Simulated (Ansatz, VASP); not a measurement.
## Os: VASP beside Ansatz

```
CELL_PARAMETERS angstrom
2.67829 0.00000 0.00000
-1.33914 2.31946 0.00000
0.00000 0.00000 4.23152
ATOMIC_POSITIONS crystal
Os 0.33333 0.66667 0.25000
Os 0.66667 0.33333 0.75000
```

Change from the starting cell: volume scaled by 0.94, crystal datasets.

Alike in both runs: task electric field gradients; functional PBEsol; k mesh 17 × 17 × 10; occupations fermi-dirac, width 0.08 eV; no spin polarisation.

|  | VASP | Ansatz |
| --- | --- | --- |
| version | VASP 6.6.1 | Ansatz 0.2.0 |
| potentials or method | VASP PAW PBE potentials, release 64 (Os), cutoff 520 eV | all-electron PAW with datasets made for the crystal, scalar-relativistic |

Ansatz gave:

```
pressure (GPa)                                                : 27.3
traceless stress, the component that is largest in VASP (GPa) : 0.98
size of Vzz on the site where it differs most (V/Å²)          : 67.5
```

What did VASP give for the same quantities?

Pressure (GPa): 28.8; traceless stress, the component that is largest in VASP (GPa): 0.93; size of Vzz on the site where it differs most (V/Å²): 89.3.

VASP's potentials were made for PBE, not for PBEsol. Ansatz ran all-electron here, and VASP with PAW potentials.

Spin-orbit coupling is off throughout.
